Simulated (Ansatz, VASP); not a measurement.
Mo in VASP and in Ansatz

```
Mo
1.0
     2.77046    0.00000    0.00000
    -1.38523    2.39929    0.00000
     0.00000    0.00000    9.67149
Mo
4
Cartesian
  0.0000 0.0000 0.0000
  0.0000 0.0000 4.8357
  0.0000 1.5995 7.2536
  1.3852 0.7998 2.4179
```

Alike in both runs: functional PBE; k mesh 21 × 21 × 6; occupations gaussian, width 0.1 eV; no spin polarisation.

Ansatz relaxed the structure, and its values are those at the end. VASP's run is a single point on that final structure, the one shown.

|  | VASP | Ansatz |
| --- | --- | --- |
| version | VASP 6.6.1 | Ansatz 0.2.0 |
| potentials or method | VASP PAW PBE potentials, release 64 (Mo_sv), cutoff 520 eV | scalar-relativistic, plane waves, PAW |
| valence electrons in the cell | 56 | 56 |

|  | VASP | Ansatz | Ansatz less VASP |
| --- | --- | --- | --- |
| gap on the k mesh at the Fermi level (eV) | none | none | - |
| pressure (GPa) | 0.5 | 0.0 | -0.46 |

A gap of «none» marks a metal or a gap that the smearing closes.
